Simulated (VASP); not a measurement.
Here is a VASP 6.6.1 calculation.

File INCAR:

```
PREC     = Accurate       # precision mode
ENCUT    = 520            # plane-wave cutoff, eV
EDIFF    = 1E-7           # SCF threshold, eV
ISMEAR   = 0              # smearing method
SIGMA    = 0.1            # smearing width, eV
LREAL    = False          # projectors in reciprocal space
LASPH    = True           # aspherical terms in the spheres
NELM     = 60             # most SCF steps
ALGO     = Normal         # electronic algorithm
ISIF     = 2              # what is computed and relaxed
LWAVE    = False          # write WAVECAR
LCHARG   = False          # write CHGCAR
GGA      = PE             # functional
NBANDS   = 29             # bands
```

KPOINTS

```
Automatic mesh
0
Gamma
  6 6 4
```

Contents of POSCAR:

```
La2SnO
1.0
    5.0712125302      0.0000000000      0.0000000000
   -2.5356062651      4.3917988791      0.0000000000
    0.0000000000      0.0000000000      4.5070590973
La Sn O
2 1 1
Direct
    0.3333333333      0.6666666667      0.5000000000
    0.6666666667      0.3333333333      0.5000000000
    0.0000000000      0.0000000000      0.0000000000
    0.0000000000      0.0000000000      0.5000000000
```

Potentials or basis: VASP PAW PBE potentials, release 64 (La, Sn_d, O).

Command:

```bash
$ cat potpaw_PBE.64/La/POTCAR potpaw_PBE.64/Sn_d/POTCAR potpaw_PBE.64/O/POTCAR > POTCAR
$ mpirun -np 1 vasp_std > vasp.out
```

Predict the pressure.

-0.1 GPa.

Estimate the band gap on the k mesh.

zero (band 21 reaches 8.82 eV, above the bottom of band 22 at 7.70 eV).

Stress tensor (GPa, compression positive):
```
-0.16  0.00  0.00
 0.00 -0.16  0.00
 0.00  0.00 -0.05
```

Caveat: spin-orbit coupling is left out, which moves the levels of the heavy elements.
